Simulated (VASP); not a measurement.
# HfC (Fm-3m) in VASP: a series of runs

Runs on HfC. Level: PBEsol. Tasks: single point.

All numbers are computed with VASP 6.6.1; they aren't measurements. Logs are shortened: lines on timing, memory, paths and dates and some standing lists are left out, and cuts for length are marked.

## (1) The cell of the first run

Symmetry: Fm-3m, No. 225, cubic system. The conventional cell has a = 4.607 Å, b = 4.607 Å, c = 4.607 Å, α = 90.00°, β = 90.00°, γ = 90.00°. Within 3.0 Å of Hf (site symmetry m-3m) lie 6 C at 2.30 Å. C (site symmetry m-3m) has 6 Hf at 2.30 Å within 3.0 Å.

## (2) Single point, PBEsol

INCAR reads:

```
ALGO = Normal
EDIFF = 1E-6
ENCUT = 520
GGA = PS
ISIF = 2
ISMEAR = -1
LASPH = True
LCHARG = True
LELF = True
LREAL = False
LVHAR = True
LWAVE = False
NBANDS = 14
NELM = 60
PREC = Accurate
SIGMA = 0.05
```

KPOINTS reads:

```
k-points
0
Gamma
  15 15 15
```

POSCAR reads:

```
HfC
1.0
    0.0000000000      2.3035719786      2.3035719786
    2.3035719786      0.0000000000      2.3035719786
    2.3035719786      2.3035719786      0.0000000000
Hf C
1 1
Direct
    0.5000000000      0.5000000000      0.5000000000
    0.0000000000      0.0000000000      0.0000000000
```

Potentials or basis: VASP PAW PBE potentials, release 64 (Hf_pv, C).

On the command line:

```sh
$ cat potpaw_PBE.64/Hf_pv/POTCAR potpaw_PBE.64/C/POTCAR > POTCAR
$ mpirun -np 1 vasp_std > vasp.out
```

OUTCAR:

```text
EDIFF = 1E-6
   ENCUT = 520
   GGA = PS
   ISIF = 2
   ISMEAR = -1
   LASPH = True
   LREAL = False
   NELM = 60
   PREC = Accurate

 ion  position               nearest neighbor table
   1  0.500  0.500  0.500-   2 2.30   2 2.30   2 2.30   2 2.30   2 2.30   2 2.30
   2  0.000  0.000  0.000-   1 2.30   1 2.30   1 2.30   1 2.30   1 2.30   1 2.30

  LATTYP: Found a face centered cubic cell.
 ALAT       =     4.6071439572

  Lattice vectors:

 A1 = (   0.0000000000,   2.3035719786,   2.3035719786)
 A2 = (   2.3035719786,   0.0000000000,   2.3035719786)
 A3 = (   2.3035719786,   2.3035719786,   0.0000000000)

Analysis of symmetry for initial positions (statically):
=====================================================================
 Subroutine PRICEL returns:
 Original cell was already a primitive cell.

 Routine SETGRP: Setting up the symmetry group for a
 face centered cubic supercell.

 Subroutine GETGRP returns: Found 48 space group operations
 (whereof 48 operations were pure point group operations)
 out of a pool of 48 trial point group operations.

The static configuration has the point symmetry O_h .

Analysis of symmetry for dynamics (positions and initial velocities):
=====================================================================
 Subroutine PRICEL returns:
 Original cell was already a primitive cell.

 Routine SETGRP: Setting up the symmetry group for a
 face centered cubic supercell.

 Subroutine GETGRP returns: Found 48 space group operations
 (whereof 48 operations were pure point group operations)
 out of a pool of 48 trial point group operations.

The dynamic configuration has the point symmetry O_h .

 Subroutine INISYM returns: Found 48 space group operations
 (whereof 48 operations are pure point group operations),
 and found     1 'primitive' translations

----------------------------------------------------------------------------------------

                                     Primitive cell

  volume of cell :      24.4476

  direct lattice vectors                    reciprocal lattice vectors
     0.000000000  2.303571979  2.303571979    -0.217054212  0.217054212  0.217054212
     2.303571979  0.000000000  2.303571979     0.217054212 -0.217054212  0.217054212
     2.303571979  2.303571979  0.000000000     0.217054212  0.217054212 -0.217054212

  length of vectors
[... 84 lines left out ...]
   EDIFFG = 0.1E-04   stopping-criterion for IOM
   NSW    =      0    number of steps for IOM
   IBRION =     -1    ionic relax: 0-MD 1-quasi-New 2-CG
   NFREE  =      0    steps in history (QN), initial steepest desc. (CG)
   ISIF   =      2    stress and relaxation
   ISYM   =      2    0-nonsym 1-usesym 2-fastsym
   POTIM  = 0.5000    time-step for ionic-motion
   TEBEG  =    0.0;   TEEND  =   0.0 temperature during run
   PSTRESS=    0.0 pullay stress
   NELECT =      14.0000    total number of electrons
   NUPDOWN=      -1.0000    fix difference up-down
   EMIN   =  10.00;   EMAX   =-10.00  energy-range for DOS
   EFERMI =   0.00;   METHOD = LEGACY
   ISMEAR =    -1;   SIGMA  =   0.05  broadening in eV -4-tet -1-fermi 0-gaus
   EFERMI_NEDOS =   21; number of points for ismear=-14 and -15
   IALGO  =     38    algorithm
   IMIX   =      4    mixing-type and parameters
     AMIX     =   0.40;   BMIX     =  1.00
     AMIX_MAG =   1.60;   BMIX_MAG =  1.00
  volume/ion in A,a.u.               =      12.22        82.49
  Fermi-wavevector in a.u.,A,eV,Ry     =   1.359479  2.569042 25.146045  1.848182
  Thomas-Fermi vector in A             =   2.486223
   LORBIT       =      0    0 simple, 1 ext, 2 COOP (PROOUT), +10 PAW based schemes
   GGA     = PS    functional components
   LHFCALC =     F    Hartree Fock is set to
   AEXX    =    0.0000 exact exchange contribution
   IVDW    =     0    specifies the selected vdW correction
   LEPSILON=     F    determine dielectric tensor
   LRPA    =     F    only Hartree local field effects (RPA)
 non-spin polarized calculation
  energy-cutoff  :      520.00
  volume of cell :       24.45
 maximum number of plane-waves:       680
   NGX = 13   NGY = 13   NGZ = 13

 number of electron      14.0000002 magnetization

 Free energy of the ion-electron system (eV)
  ---------------------------------------------------
  ext. energy  EPLUGINS =         0.00000000
  ---------------------------------------------------
  free energy    TOTEN  =       -22.19625812 eV

  energy without entropy =      -22.19318491  energy(sigma->0) =      -22.19472151

 E-fermi :   5.9860     XC(G=0): -12.5578

 val. band max:        5.9814377249   @ k =   0.4000   0.3333   0.0000
 cond. band min:       6.0055922591   @ k =   0.3333   0.2667   0.0000
 fundamental gap:      0.0241545341
 Fermi energy:         5.9859681494

 k-point     1 :       0.0000    0.0000    0.0000
  band No.  band energies     occupation
      1     -23.3444      2.00000
      2     -23.3444      2.00000
      3     -23.3444      2.00000
      4      -6.4089      2.00000
      5       7.0629      0.00000
      6       7.0629      0.00000
      7       7.0629      0.00000
      8       7.3727      0.00000
      9       7.3727      0.00000
     10       7.3727      0.00000
     11       9.4708      0.00000
     12       9.4708      0.00000
     13      13.1838      0.00000
     14      17.0469      0.00000
[... 377 lines left out ...]
      1     -23.5609      2.00000
      2     -23.4090      2.00000
      3     -23.4009      2.00000
      4      -5.4617      2.00000
      5       3.4906      2.00000
      6       5.2829      2.00000
      7       5.5704      1.99951
      8       6.7343      0.00000
      9       9.5642      0.00000
     10       9.8816      0.00000
     11      10.6723      0.00000
     12      12.4945      0.00000
     13      15.7916      0.00000
     14      19.6094      0.00000

 [... further k-points ...]
[... 5 lines left out ...]
  --------------------------------------------------------------------------------------
  -------------------------------------------------------------------------------------
  Total       -0.0561986     -0.0561986     -0.0561986      0.0000000     -0.0000000     -0.0000000
  in kB       -3.6829936     -3.6829936     -3.6829936      0.0000000     -0.0000000     -0.0000000
  external PRESSURE =      -3.6829936 kB  Pullay stress =       0.0000000 kB

 VOLUME and BASIS-vectors are now :
 -----------------------------------------------------------------------------
  energy-cutoff  :      520.00
  volume of cell :       24.45
      direct lattice vectors                 reciprocal lattice vectors
     0.000000000  2.303571979  2.303571979    -0.217054212  0.217054212  0.217054212
     2.303571979  0.000000000  2.303571979     0.217054212 -0.217054212  0.217054212
     2.303571979  2.303571979  0.000000000     0.217054212  0.217054212 -0.217054212

 POSITION                                       TOTAL-FORCE (eV/Angst)
 -----------------------------------------------------------------------------------
      2.30357      2.30357      2.30357         0.000000      0.000000      0.000000
      0.00000      0.00000      0.00000        -0.000000     -0.000000     -0.000000
 -----------------------------------------------------------------------------------
    total drift:                                0.000000     -0.000000      0.000000

  FREE ENERGIE OF THE ION-ELECTRON SYSTEM (eV)
  ---------------------------------------------------
  free  energy   TOTEN  =       -22.1962581166 eV

  energy  without entropy=      -22.1931849096  energy(sigma->0) =      -22.19472151
```

OSZICAR:

```text
N       E                     dE             d eps       ncg     rms          rms(c)
DAV:   1     0.216272042881E+02    0.21627E+02   -0.78370E+03  3376   0.989E+02
DAV:   2    -0.235774324654E+02   -0.45205E+02   -0.42456E+02  4300   0.200E+02
DAV:   3    -0.250695621540E+02   -0.14921E+01   -0.14869E+01  4080   0.263E+01
DAV:   4    -0.250759026866E+02   -0.63405E-02   -0.63401E-02  3936   0.213E+00
DAV:   5    -0.250759410852E+02   -0.38399E-04   -0.38399E-04  4082   0.147E-01    0.609E+01
DAV:   6    -0.222689286359E+02    0.28070E+01   -0.10519E+01  3792   0.172E+01    0.428E+01
DAV:   7    -0.222138063639E+02    0.55122E-01   -0.50883E-01  4242   0.495E+00    0.239E+01
DAV:   8    -0.222012182947E+02    0.12588E-01   -0.59017E-02  4194   0.187E+00    0.505E+00
DAV:   9    -0.221966010280E+02    0.46173E-02   -0.17510E-02  3660   0.760E-01    0.204E+00
DAV:  10    -0.221962648806E+02    0.33615E-03   -0.13780E-03  4344   0.272E-01    0.116E-01
DAV:  11    -0.221962583881E+02    0.64925E-05   -0.78759E-05  3804   0.767E-02    0.330E-02
DAV:  12    -0.221962581166E+02    0.27156E-06   -0.24408E-06  4096   0.126E-02
   1 F= -.22196258E+02 E0= -.22194722E+02  d E =-.307321E-02
```

stdout:

```text
POSCAR found type information on POSCAR HfC
 POSCAR found :  2 types and       2 ions
 scaLAPACK will be used
 -----------------------------------------------------------------------------
|                                                                             |
|                                                                             |
|     You enforced a specific xc type in the INCAR file but a different       |
|     I HOPE YOU KNOW WHAT YOU ARE DOING!                                     |
|                                                                             |
 -----------------------------------------------------------------------------

 LDA part: xc-table for (Slater+PW92), standard interpolation
 POSCAR, INCAR and KPOINTS ok, starting setup
 FFT: planning ... GRIDC
 FFT: planning ... GRID_SOFT
 FFT: planning ... GRID
 WAVECAR not read
 entering main loop
```

Run time: 48 s. Hardware: 1 thread of AMD EPYC 7R43 (Zen 3), shared host; peak memory 0.13 GiB.

Results:

```
Free energy            : -22.1963 eV
Pressure               : -0.4 GPa
Band gap on the k mesh : zero (band 7 reaches 7.06 eV, above the bottom of band 8 at 5.60 eV)
```

Levels at points of the mesh, in eV from the Fermi level:
| k point | band 4 | band 5 | band 6 | band 7 | band 8 | band 9 | band 10 | band 11 |
| --- | --- | --- | --- | --- | --- | --- | --- | --- |
| (0.00, 0.00, 0.00) | -12.39 | 1.08 | 1.08 | 1.08 | 1.39 | 1.39 | 1.39 | 3.48 |

Caveat: the PAW data sets were made with another functional, which shifts forces and pressure a little; spin-orbit coupling is left out, which moves the levels of the heavy elements.

## (3) Single point, PBEsol

INCAR reads:

```
SYSTEM = HfC
PREC = Accurate
ENCUT = 520
EDIFF = 1E-6
ISMEAR = -1
SIGMA = 0.05
LREAL = .False.
LASPH = .True.
NELM = 60
ALGO = Normal
ISIF = 2
LWAVE = .False.
LCHARG = .False.
GGA = PS
NBANDS = 14
```

KPOINTS reads:

```
regular mesh
0
Gamma
  15 15 15
  0 0 0
```

POSCAR is that of step 2.

Potentials or basis: VASP PAW PBE potentials, release 64 (Hf_pv, C).

On the command line:

```sh
$ cat potpaw_PBE.64/Hf_pv/POTCAR potpaw_PBE.64/C/POTCAR > POTCAR
$ mpirun -np 1 vasp_std > vasp.out
```

Wall time 48 s (1 thread of AMD EPYC 7R43 (Zen 3), shared host); peak memory 0.13 GiB.

It converged, with:

| Quantity | Value |
| --- | --- |
| Free energy | -22.1963 eV |
| Pressure | -0.4 GPa |
| Band gap on the k mesh | zero (band 7 reaches 7.06 eV, above the bottom of band 8 at 5.60 eV) |

Levels at points of the mesh, in eV from the Fermi level:
| k point | band 3 | band 4 | band 5 | band 6 | band 7 | band 8 | band 9 | band 10 | band 11 | band 12 |
| --- | --- | --- | --- | --- | --- | --- | --- | --- | --- | --- |
| (0.00, 0.00, 0.00) | -29.33 | -12.39 | 1.08 | 1.08 | 1.08 | 1.39 | 1.39 | 1.39 | 3.48 | 3.48 |

Caveat: the PAW data sets were made with another functional, which shifts forces and pressure a little; spin-orbit coupling is left out, which moves the levels of the heavy elements.
